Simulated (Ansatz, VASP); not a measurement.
## One calculation of KTaO3, two programs

POSCAR

```
KTaO3
1.0
    3.9901309440      0.0000000000      0.0000000000
    0.0000000000      3.9901309440      0.0000000000
    0.0000000000      0.0000000000      3.9901309440
K Ta O
1 1 3
Direct
    0.5000000000      0.5000000000      0.5000000000
    0.0000000000      0.0000000000      0.0000000000
    0.5000000000      0.0000000000      0.0000000000
    0.0000000000      0.5000000000      0.0000000000
    0.0000000000      0.0000000000      0.5000000000
```

File INCAR.step1:

```
SYSTEM = KTaO3
PREC     = Accurate       ! precision mode
ENCUT    = 520            ! plane-wave cutoff, eV
EDIFF    = 1E-5           ! SCF threshold, eV
ISMEAR   = 0              ! smearing method
SIGMA    = 0.01           ! smearing width, eV
LREAL    = .FALSE.        ! projectors in reciprocal space
LASPH    = .TRUE.         ! aspherical terms in the spheres
NELM     = 100            ! most SCF steps
ALGO     = Normal         ! electronic algorithm
ISIF     = 2              ! what is computed and relaxed
LWAVE    = .TRUE.         ! write WAVECAR
NBANDS   = 27             ! bands
GGA      = PE             ! functional
```

Contents of INCAR.step2:

```
SYSTEM = KTaO3
PREC     = Accurate       ! precision mode
ENCUT    = 520            ! plane-wave cutoff, eV
EDIFF    = 1E-7           ! SCF threshold, eV
ISMEAR   = 0              ! smearing method
SIGMA    = 0.01           ! smearing width, eV
LREAL    = .FALSE.        ! projectors in reciprocal space
LASPH    = .TRUE.         ! aspherical terms in the spheres
NELM     = 100            ! most SCF steps
ALGO     = Normal         ! electronic algorithm
ISIF     = 2              ! what is computed and relaxed
LWAVE    = .FALSE.        ! write WAVECAR
LCHARG   = .TRUE.         ! write CHGCAR
GGA      = PE             ! functional
LHFCALC  = .TRUE.         ! exact exchange
AEXX     = 0.25           ! exact-exchange fraction
PRECFOCK = Fast         
LELF     = .TRUE.         ! ELF
LVHAR    = .TRUE.       
NBANDS   = 27             ! bands
ISTART   = 1
```

Contents of KPOINTS:

```
Automatic mesh
0
G
  4 4 4
  0 0 0
```

Input for Ansatz:

```yaml
crystal:
  lattice:
    - [3.990130944, 0.0, 0.0]
    - [0.0, 3.990130944, 0.0]
    - [0.0, 0.0, 3.990130944]
  atoms:
    - { symbol: K, position: [0.5, 0.5, 0.5] }
    - { symbol: Ta, position: [0.0, 0.0, 0.0] }
    - { symbol: O, position: [0.5, 0.0, 0.0] }
    - { symbol: O, position: [0.0, 0.5, 0.0] }
    - { symbol: O, position: [0.0, 0.0, 0.5] }
kpoints:
  mp_grid: { grid: [4, 4, 4] }
  band_path:
    path: [[0.0, 0.0, 0.0], [0.0, 0.5, 0.0], [0.5, 0.5, 0.0], [0.5, 0.5, 0.5]]
    npoints: 1
hamiltonian:
  xc: pbe0
scf:
  occupations: { method: fixed }
  n_extra_bands: 5
output:
  forces: true
  stress: true
  eigenvalues: true
```

Alike in both runs: task single point; functional PBE0; k mesh 4 × 4 × 4; no spin polarisation.

|  | VASP | Ansatz |
| --- | --- | --- |
| version | VASP 6.6.1 | Ansatz 0.2.0 |
| potentials or method | VASP PAW PBE potentials, release 64 (K_sv, Ta_pv, O) | plane waves, PAW |
| plane-wave cutoff (eV) | 520 | 420 |
| occupations | gaussian, width 0.01 eV | fixed |
| valence electrons in the cell | 38 | 40 |

Ansatz gave:

- gap on the k mesh at the Fermi level (eV): 4.32
- pressure (GPa): -0.6

Question: Estimate VASP's values.

Answer: gap on the k mesh at the Fermi level (eV): 4.25; pressure (GPa): -0.4.

VASP's potentials hold 38 valence electrons a cell and Ansatz's 40, so a difference there can come from the potentials and not from the codes. Ansatz's warnings: stress exchange threshold loose, stress scf threshold loose.

Spin-orbit coupling is off throughout.
